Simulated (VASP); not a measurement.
# Zr (Fm-3m) in VASP: a series of runs

Runs on Zr. Level: PBE. Tasks: single point.

All numbers are computed with VASP 6.6.1; they aren't measurements. Logs are shortened: lines on timing, memory, paths and dates and some standing lists are left out, and cuts for length are marked.

## 1. The cell of the first run

It takes space group Fm-3m (No. 225, cubic). The conventional cell has a = 4.493 Å, b = 4.493 Å, c = 4.493 Å, α = 90.00°, β = 90.00°, γ = 90.00°. Zr (site symmetry m-3m) has 12 Zr at 3.18 Å within 4.2 Å.

This isn't the form of Zr at room conditions, which is hcp.

## 2. Single point, PBE

The input, INCAR:

```
  ALGO = Normal
  EDIFF = 1E-6
  ENCUT = 500
  GGA = PE
  GGA_COMPAT = False
  ISIF = 2
  ISMEAR = 0
  LASPH = True
  LCHARG = False
  LREAL = False
  LWAVE = False
  NBANDS = 12
  NELM = 120
  PREC = Accurate
  SIGMA = 0.1
```

The input, KPOINTS:

```
k-points
0
Gamma
  8 8 8
```

The input, POSCAR:

```
Zr
1.0
    0.0000000000      2.2464239819      2.2464239819
    2.2464239819      0.0000000000      2.2464239819
    2.2464239819      2.2464239819      0.0000000000
Zr
1
Direct
    0.0000000000      0.0000000000      0.0000000000
```

Potentials or basis: VASP PAW PBE potentials, release 64 (Zr_sv).

Command:

```console
> cat potpaw_PBE.64/Zr_sv/POTCAR > POTCAR
> mpirun -np 1 vasp_std > vasp.out
```

OUTCAR:

```text
EDIFF = 1E-6
   ENCUT = 500
   GGA = PE
   ISIF = 2
   ISMEAR = 0
   LASPH = True
   LREAL = False
   NELM = 120
   PREC = Accurate

 ion  position               nearest neighbor table
   1  0.000  0.000  0.000-

  LATTYP: Found a face centered cubic cell.
 ALAT       =     4.4928479638

  Lattice vectors:

 A1 = (   0.0000000000,   2.2464239819,   2.2464239819)
 A2 = (   2.2464239819,   0.0000000000,   2.2464239819)
 A3 = (   2.2464239819,   2.2464239819,   0.0000000000)

Analysis of symmetry for initial positions (statically):
=====================================================================
 Subroutine PRICEL returns:
 Original cell was already a primitive cell.

 Routine SETGRP: Setting up the symmetry group for a
 face centered cubic supercell.

 Subroutine GETGRP returns: Found 48 space group operations
 (whereof 48 operations were pure point group operations)
 out of a pool of 48 trial point group operations.

The static configuration has the point symmetry O_h .

Analysis of symmetry for dynamics (positions and initial velocities):
=====================================================================
 Subroutine PRICEL returns:
 Original cell was already a primitive cell.

 Routine SETGRP: Setting up the symmetry group for a
 face centered cubic supercell.

 Subroutine GETGRP returns: Found 48 space group operations
 (whereof 48 operations were pure point group operations)
 out of a pool of 48 trial point group operations.

The dynamic configuration has the point symmetry O_h .

 Subroutine INISYM returns: Found 48 space group operations
 (whereof 48 operations are pure point group operations),
 and found     1 'primitive' translations

----------------------------------------------------------------------------------------

                                     Primitive cell

  volume of cell :      22.6728

  direct lattice vectors                    reciprocal lattice vectors
     0.000000000  2.246423982  2.246423982    -0.222575971  0.222575971  0.222575971
     2.246423982  0.000000000  2.246423982     0.222575971 -0.222575971  0.222575971
     2.246423982  2.246423982  0.000000000     0.222575971  0.222575971 -0.222575971

  length of vectors
     3.176923262  3.176923262  3.176923262     0.385512891  0.385512891  0.385512891

  position of ions in fractional coordinates (direct lattice)
     0.000000000  0.000000000  0.000000000

  ion indices of the primitive-cell ions
   primitive index   ion index
                 1           1

[... 80 lines left out ...]
   TEBEG  =    0.0;   TEEND  =   0.0 temperature during run
   PSTRESS=    0.0 pullay stress
   NELECT =      12.0000    total number of electrons
   NUPDOWN=      -1.0000    fix difference up-down
   EMIN   =  10.00;   EMAX   =-10.00  energy-range for DOS
   EFERMI =   0.00;   METHOD = LEGACY
   ISMEAR =     0;   SIGMA  =   0.10  broadening in eV -4-tet -1-fermi 0-gaus
   EFERMI_NEDOS =   21; number of points for ismear=-14 and -15
   IALGO  =     38    algorithm
   IMIX   =      4    mixing-type and parameters
     AMIX     =   0.40;   BMIX     =  1.00
     AMIX_MAG =   1.60;   BMIX_MAG =  1.00
  volume/ion in A,a.u.               =      22.67       153.00
  Fermi-wavevector in a.u.,A,eV,Ry     =   1.324240  2.502452 23.859351  1.753613
  Thomas-Fermi vector in A             =   2.453790
   LORBIT       =      0    0 simple, 1 ext, 2 COOP (PROOUT), +10 PAW based schemes
   GGA     = PE    functional components
   LHFCALC =     F    Hartree Fock is set to
   AEXX    =    0.0000 exact exchange contribution
   IVDW    =     0    specifies the selected vdW correction
   LEPSILON=     F    determine dielectric tensor
   LRPA    =     F    only Hartree local field effects (RPA)
 non-spin polarized calculation
 Gauss-broadening in eV      SIGMA  =   0.10
  energy-cutoff  :      500.00
  volume of cell :       22.67
 maximum number of plane-waves:       588
   NGX = 11   NGY = 11   NGZ = 11

 number of electron      12.0000000 magnetization

 Free energy of the ion-electron system (eV)
  ---------------------------------------------------
  ext. energy  EPLUGINS =         0.00000000
  ---------------------------------------------------
  free energy    TOTEN  =        -8.48284899 eV

  energy without entropy =       -8.47288143  energy(sigma->0) =       -8.47786521

 E-fermi :   9.1787     XC(G=0): -11.2010

 val. band max:        9.1567047206   @ k =   0.5000   0.2500   0.1250
 cond. band min:       9.1961124690   @ k =   0.2500   0.0000   0.0000
 fundamental gap:      0.0394077484
 Fermi energy:         9.1786916150

 k-point     1 :       0.0000    0.0000    0.0000
  band No.  band energies     occupation
      1     -39.4577      2.00000
      2     -16.9368      2.00000
      3     -16.9368      2.00000
      4     -16.9368      2.00000
      5       3.5896      2.00000
      6      10.1789      0.00000
      7      10.1789      0.00000
      8      10.1789      0.00000
      9      12.6751      0.00000
     10      12.6751      0.00000
     11      19.7373      0.00000
     12      24.0102      0.00000
[... 331 lines left out ...]
 k-point    24 :      -0.3750    0.2500    0.1250
  band No.  band energies     occupation
      1     -39.2751      2.00000
      2     -17.8388      2.00000
      3     -17.3503      2.00000
      4     -17.1592      2.00000
      5       7.3591      2.00000
      6       8.3487      2.00000
      7       9.6017      0.00000
      8      11.1196      0.00000
      9      14.1251      0.00000
     10      16.3841      0.00000
     11      18.1590      0.00000
     12      22.0888      0.00000

 [... further k-points ...]

------------------------ aborting loop because EDIFF is reached ----------------------------------------

  FORCE on cell =-STRESS in cart. coord.  units (eV):
  Direction    XX          YY          ZZ          XY          YZ          ZX
  --------------------------------------------------------------------------------------
  -------------------------------------------------------------------------------------
  Total        0.2521152      0.2521152      0.2521152     -0.0000000      0.0000000     -0.0000000
  in kB       17.8157642     17.8157642     17.8157642     -0.0000000      0.0000000     -0.0000000
  external PRESSURE =      17.8157642 kB  Pullay stress =       0.0000000 kB

 VOLUME and BASIS-vectors are now :
 -----------------------------------------------------------------------------
  energy-cutoff  :      500.00
  volume of cell :       22.67
      direct lattice vectors                 reciprocal lattice vectors
     0.000000000  2.246423982  2.246423982    -0.222575971  0.222575971  0.222575971
     2.246423982  0.000000000  2.246423982     0.222575971 -0.222575971  0.222575971
     2.246423982  2.246423982  0.000000000     0.222575971  0.222575971 -0.222575971

 POSITION                                       TOTAL-FORCE (eV/Angst)
 -----------------------------------------------------------------------------------
      0.00000      0.00000      0.00000         0.000000      0.000000     -0.000000
 -----------------------------------------------------------------------------------
    total drift:                                0.000000      0.000000      0.000000

  FREE ENERGIE OF THE ION-ELECTRON SYSTEM (eV)
  ---------------------------------------------------
  free  energy   TOTEN  =        -8.4828489891 eV

  energy  without entropy=       -8.4728814284  energy(sigma->0) =       -8.47786521
```

stdout:

```text
POSCAR found type information on POSCAR Zr
 POSCAR found :  1 types and       1 ions
 scaLAPACK will be used
 LDA part: xc-table for (Slater+PW92), standard interpolation
 POSCAR, INCAR and KPOINTS ok, starting setup
 FFT: planning ... GRIDC
 FFT: planning ... GRID_SOFT
 FFT: planning ... GRID
 WAVECAR not read
 entering main loop
```

Wall time 5.1 s (1 thread of Intel Xeon Platinum 8488C (Sapphire Rapids), shared host); peak memory 0.13 GiB.

What came out:

```
Free energy            : -8.4828 eV
Pressure               : 1.8 GPa
Band gap on the k mesh : zero (bands 6 and 7 overlap by 1.38 eV)
```

Levels at points of the mesh, in eV from the Fermi level:
| k point | band 4 | band 5 | band 6 | band 7 | band 8 | band 9 |
| --- | --- | --- | --- | --- | --- | --- |
| (0.00, 0.00, 0.00) | -26.12 | -5.59 | 1.00 | 1.00 | 1.00 | 3.50 |
| (0.50, 0.00, 0.00) | -26.25 | -2.99 | 0.81 | 0.81 | 1.21 | 5.34 |
| (0.50, 0.50, 0.00) | -26.49 | -3.07 | -2.26 | 3.15 | 5.35 | 5.87 |

## 3. Single point, PBE

This run uses another cell than the first one, of 23.20 Å³/atom.

The input, INCAR:

```
SYSTEM = Zr
  PREC = Accurate
  ENCUT = 500
  EDIFF = 1E-6
  ISMEAR = 0
  SIGMA = 0.1
  LREAL = .False.
  LASPH = .True.
  NELM = 120
  ALGO = Normal
  ISIF = 2
  LWAVE = .False.
  LCHARG = .False.
  GGA = PE
  NBANDS = 12
  GGA_COMPAT = .False.
```

The input, KPOINTS:

```
regular mesh
0
Gamma
  16 16 16
  0 0 0
```

The input, POSCAR:

```
Zr
1.0
    0.0000000000      2.2638452836      2.2638452836
    2.2638452836      0.0000000000      2.2638452836
    2.2638452836      2.2638452836      0.0000000000
Zr
1
Direct
    0.0000000000      0.0000000000      0.0000000000
```

Potentials or basis: VASP PAW PBE potentials, release 64 (Zr_sv).

Command:

```console
> cat potpaw_PBE.64/Zr_sv/POTCAR > POTCAR
> mpirun -np 1 vasp_std > vasp.out
```

Wall time 17 s (1 thread of Intel Xeon Platinum 8488C (Sapphire Rapids), shared host); peak memory 0.16 GiB.

Results (log left out):

```yaml
Free_energy: -8.4842 eV
Pressure: 0.0 GPa
Band_gap_on_the_k_mesh: zero (bands 6 and 7 overlap by 1.37 eV)
```

Levels at points of the mesh, in eV from the Fermi level:
```csv
k point,band 3,band 4,band 5,band 6,band 7,band 8,band 9,band 10
"(0.00, 0.00, 0.00)",-26.21,-26.21,-5.56,0.98,0.98,0.98,3.40,3.40
"(0.50, 0.00, 0.00)",-26.34,-26.34,-2.95,0.80,0.80,1.11,5.18,5.18
"(0.50, 0.50, 0.00)",-26.56,-26.56,-2.99,-2.19,3.00,5.19,5.69,5.69
```
